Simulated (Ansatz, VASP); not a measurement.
One calculation of CdTe, two programs

```xyz
2
Lattice="0.0000 3.2453 3.2453 3.2453 0.0000 3.2453 3.2453 3.2453 0.0000" Properties=species:S:1:pos:R:3 pbc="T T T"
Cd    0.0000    0.0000    0.0000
Te    1.6226    1.6226    1.6226
```

Alike in both runs: functional PBEsol; k mesh 6 × 6 × 6; occupations gaussian, width 0.02 eV; no spin polarisation.

Ansatz relaxed the structure, and its values are those at the end. VASP's run is a single point on that final structure, the one shown.

|  | VASP | Ansatz |
| --- | --- | --- |
| version | VASP 6.6.1 | Ansatz 0.2.0 |
| potentials or method | VASP PAW PBE potentials, release 64 (Cd, Te), cutoff 500 eV | scalar-relativistic, plane waves, PAW |
| valence electrons in the cell | 18 | 36 |

```tsv
	VASP	Ansatz	Ansatz less VASP
gap on the k mesh at the Fermi level (eV)	0.65	0.64	-0.004
least direct gap on the mesh (eV)	0.65	0.64	-0.004
pressure (GPa)	0.2	0.0	-0.16
```

VASP's potentials were made for PBE, not for PBEsol, and Ansatz warns of the same on its side. VASP's potentials hold 18 valence electrons a cell and Ansatz's 36, so a difference there can come from the potentials and not from the codes.

Neither program's run includes spin-orbit coupling.
